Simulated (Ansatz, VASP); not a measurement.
# GaP: VASP beside Ansatz

```
Ga P
1.0
     0.00000    2.94327    2.61624
     2.94327    0.00000    2.61624
     2.94327    2.94327    0.00000
Ga P
1 1
Direct
  0.00000 0.00000 0.00000
  0.75000 0.75000 0.75000
```

Change from the starting cell: strain +0.080 along x and y, -0.040 along z, atoms carried along.

Alike in both runs: task single point; functional PBEsol; k mesh 8 × 8 × 8; occupations gaussian, width 0.05 eV; no spin polarisation.

|  | VASP | Ansatz |
| --- | --- | --- |
| version | VASP 6.6.1 | Ansatz 0.2.0 |
| potentials or method | VASP PAW PBE potentials, release 64 (Ga_d, P), cutoff 520 eV | scalar-relativistic, plane waves, PAW |
| valence electrons in the cell | 18 | 18 |

Ansatz gave:

| Item | Value |
| --- | --- |
| gap on the k mesh at the Fermi level (eV) | 0.42 |
| least direct gap on the mesh (eV) | 0.42 |
| pressure (GPa) | -7.9 |
| traceless stress, the component that is largest in VASP (GPa) | 4.59 |

**Question.** What did VASP give for the same quantities?

**Answer.** gap on the k mesh at the Fermi level (eV): 0.43; least direct gap on the mesh (eV): 0.43; pressure (GPa): -8.0; traceless stress, the component that is largest in VASP (GPa): 4.60.

VASP's potentials were made for PBE, not for PBEsol.
